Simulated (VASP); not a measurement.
Input of a VASP 6.6.1 run:

File INCAR:

```
SYSTEM = InP
ALGO     = Normal         ! electronic algorithm
EDIFF    = 1E-7           ! SCF threshold, eV
ENCUT    = 520            ! plane-wave cutoff, eV
GGA      = PS             ! functional
ISIF     = 2              ! what is computed and relaxed
ISMEAR   = 0              ! smearing method
LASPH    = .True.         ! aspherical terms in the spheres
LCHARG   = .True.         ! write CHGCAR
LELF     = .True.         ! ELF
LREAL    = .False.        ! projectors in reciprocal space
LVHAR    = .True.       
LWAVE    = .False.        ! write WAVECAR
NBANDS   = 16             ! bands
NELM     = 60             ! most SCF steps
PREC     = Accurate       ! precision mode
SIGMA    = 0.01           ! smearing width, eV
```

File KPOINTS:

```
k-points
0
Gamma
  8 8 8
  0 0 0
```

Contents of POSCAR:

```
InP
1.0
    2.8877728106      2.8877728106      0.0000000000
   -2.8877728106      2.8877728106      0.0000000000
    0.0000000000      2.8877728106      2.8877728106
In P
1 1
Direct
    0.0000000000      0.0000000000      0.0000000000
    0.7500000000      0.2500000000      0.5000000000
```

Potentials or basis: VASP PAW PBE potentials, release 64 (In_d, P).

Command:

```sh
$ cat potpaw_PBE.64/In_d/POTCAR potpaw_PBE.64/P/POTCAR > POTCAR
$ mpirun -np 1 vasp_std > vasp.out
```

Q: Predict the pressure.

A: 4.0 GPa.

Q: What does it give for the band gap on the k mesh?

A: 0.85 eV, direct.

Caveat: the PAW data sets were made with another functional, which shifts forces and pressure a little; spin-orbit coupling is left out, which moves the levels of the heavy elements. Expect the measured gap to be larger: semilocal functionals such as PBEsol lack the derivative discontinuity.
